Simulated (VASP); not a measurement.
Set up this calculation in VASP 6.6.1, as the native input.

```yaml
Task: relaxation of cell and atoms
Functional: PBEsol
Potentials_or_basis: VASP PAW PBE potentials, release 64 (Li_sv)
Cutoff: 600 eV
k_mesh: 8 × 8 × 8
Occupations: fermi-dirac, width 0.1 eV
Spin: no spin polarisation
Dipole_correction: no
Further_INCAR_settings: ALGO = Normal; EDIFF = 1e-06; IBRION = 2; EDIFFG = -0.03; NSW = 80; ISIF = 3
```

The structure of Li lies in POSCAR:

```
Li
1.0
    3.0391430000      0.0000000000      0.0000000000
   -1.0130476349      2.8653315103      0.0000000000
   -1.0130476349     -1.4326656878      2.4814499170
Li
1
Direct
    0.0000000000      0.0000000000      0.0000000000
```

One way to write it, as run:

INCAR

```
SYSTEM = Li
PREC = Accurate
ENCUT = 600
EDIFF = 1E-6
ISMEAR = -1
SIGMA = 0.1
LREAL = .FALSE.
LASPH = .TRUE.
NELM = 60
ALGO = Normal
ISIF = 3
LWAVE = .FALSE.
LCHARG = .FALSE.
GGA = PS
IBRION = 2
NSW = 80
EDIFFG = -0.03
```

KPOINTS

```
Automatic mesh
0
G
  8 8 8
  0 0 0
```

Potentials or basis: VASP PAW PBE potentials, release 64 (Li_sv).

Command:

```sh
$ cat potpaw_PBE.64/Li_sv/POTCAR > POTCAR
$ mpirun -np 1 vasp_std > vasp.out
```

It gave:

```yaml
Relaxed_volume: 20.26 Å³/atom
Relaxed_cell: a = 2.975 Å, b = 2.975 Å, c = 2.975 Å, α = 109.47°, β = 109.47°, γ = 109.47°
Space_group_after_relaxing_to_0.05_Å: Im-3m (No. 229)
Energy_gained_by_relaxing: 4.4 meV/atom
Ionic_steps: 3
Pressure_after_relaxing: -0.1 GPa
```

Caveat: the cutoff is under 1.25 times the usual one of these potentials, so pressure, stress and relaxed cells hold a basis-set (Pulay) error; the PAW data sets were made with another functional, which shifts forces and pressure a little.

Run time: 4.1 s on 1 thread of Intel(R) Xeon(R) Platinum 8488C (Sapphire Rapids) (shared host), peak memory 0.12 GiB.
